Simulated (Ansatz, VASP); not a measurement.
## Two plane-wave programs on TePb

Contents of POSCAR:

```
TePb
1.0
    0.0000000000      3.2016421822      3.2016421822
    3.2016421822      0.0000000000      3.2016421822
    3.2016421822      3.2016421822      0.0000000000
Pb Te
1 1
Direct
    0.5000000000      0.5000000000      0.5000000000
    0.0000000000      0.0000000000      0.0000000000
```

File INCAR.step1:

```
SYSTEM = TePb
PREC = Accurate
ENCUT = 550
ISMEAR = 0
SIGMA = 0.05
LREAL = .False.
LASPH = .True.
NELM = 120
NBANDS = 17
GGA = PE
ALGO = Normal
EDIFF = 1E-5
LWAVE = .True.
LCHARG = .False.
GGA_COMPAT = .False.
```

File INCAR.step2:

```
SYSTEM = TePb
PREC = Accurate
ENCUT = 550
EDIFF = 1E-6
ISMEAR = 0
SIGMA = 0.05
LREAL = .False.
LASPH = .True.
NELM = 120
ALGO = Normal
ISIF = 2
LWAVE = .False.
LCHARG = .False.
METAGGA = R2SCAN
LMIXTAU = .True.
LUSE_VDW = .True.
IVDW_NL = 2
BPARAM = 11.95
CPARAM = 0.0093
NBANDS = 17
ISTART = 1
GGA_COMPAT = .False.
```

KPOINTS

```
Automatic mesh
0
Gamma
  6 6 6
  0 0 0
```

Input for Ansatz:

```yaml
crystal:
  lattice:
    - [0.0, 3.2016421822, 3.2016421822]
    - [3.2016421822, 0.0, 3.2016421822]
    - [3.2016421822, 3.2016421822, 0.0]
  atoms:
    - { symbol: Pb, position: [0.5, 0.5, 0.5] }
    - { symbol: Te, position: [0.0, 0.0, 0.0] }
basis:
  ecutwfc: 500
  ecutrho_ratio: 4
kpoints:
  mp_grid: { grid: [6, 6, 6] }
hamiltonian:
  xc: r2scan
  dispersion: rvv10
scf:
  occupations: { method: gaussian, width: 0.05 }
output:
  forces: true
  stress: true
  eigenvalues: true
```

Alike in both runs: task single point; functional r2SCAN; dispersion rVV10; k mesh 6 × 6 × 6; occupations gaussian, width 0.05 eV; no spin polarisation.

|  | VASP | Ansatz |
| --- | --- | --- |
| version | VASP 6.6.1 | Ansatz 0.2.0 |
| potentials or method | VASP PAW PBE potentials, release 64 (Pb_d, Te), cutoff 550 eV | scalar-relativistic, plane waves, PAW |
| valence electrons in the cell | 20 | 30 |

```tsv
	VASP	Ansatz	Ansatz less VASP
gap on the k mesh at the Fermi level (eV)	0.92	0.92	-0.003
least direct gap on the mesh (eV)	0.92	0.92	-0.003
pressure (GPa)	2.2	2.0	-0.20
```

VASP's potentials were made for PBE, not for r2SCAN. VASP's potentials hold 20 valence electrons a cell and Ansatz's 30, so a difference there can come from the potentials and not from the codes.

Neither program's run includes spin-orbit coupling.
